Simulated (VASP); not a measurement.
Wanted: the native input for a VASP 6.6.1 run.

```yaml
Task: single point
Functional: PBEsol
Potentials_or_basis: VASP PAW PBE potentials, release 64 (Hg)
Cutoff: 520 eV
k_mesh: 12 × 12 × 4
Occupations: gaussian, width 0.02 eV
Spin: no spin polarisation
Dipole_correction: no
Further_INCAR_settings: ALGO = Fast; EDIFF = 1e-06; NBANDS = 25
```

The structure of Hg lies in POSCAR:

```
Hg
1.0
    2.6335126062     -1.8685047226     -0.1796241636
    2.6335126062      1.8685047226     -0.1796241636
   -2.2468679236      0.0000000000      7.3978265527
Hg
3
Direct
    0.7200584560      0.7200584560      0.3335802259
    0.2799415440      0.2799415440      0.6664197741
    0.0000000000      0.0000000000      0.0000000000
```

These files were run (other wordings do the same):

INCAR

```
SYSTEM = Hg
PREC     = Accurate       ! precision mode
ENCUT    = 520            ! plane-wave cutoff, eV
EDIFF    = 1E-6           ! SCF threshold, eV
ISMEAR   = 0              ! smearing method
SIGMA    = 0.02           ! smearing width, eV
LREAL    = .False.        ! projectors in reciprocal space
LASPH    = .True.         ! aspherical terms in the spheres
NELM     = 80             ! most SCF steps
ALGO     = Fast           ! electronic algorithm
ISIF     = 2              ! what is computed and relaxed
LWAVE    = .False.        ! write WAVECAR
LCHARG   = .True.         ! write CHGCAR
GGA      = PS             ! functional
LELF     = .True.         ! ELF
LVHAR    = .True.       
NBANDS   = 25             ! bands
```

KPOINTS

```
regular mesh
0
Gamma
  12 12 4
  0 0 0
```

Potentials or basis: VASP PAW PBE potentials, release 64 (Hg).

Command:

```console
$ cat potpaw_PBE.64/Hg/POTCAR > POTCAR
$ mpirun -np 1 vasp_std > vasp.out
```

Results of the run:

```yaml
Pressure: 0.3 GPa
Band_gap_on_the_k_mesh: zero (bands 18 and 19 overlap by 2.44 eV)
```

Caveat: the PAW data sets were made with another functional, which shifts forces and pressure a little; spin-orbit coupling is left out, which moves the levels of the heavy elements.

Wall time 2.7 min on 1 thread of AMD EPYC 7R13 Processor (Zen 3), on a shared host, peak memory 0.31 GiB.
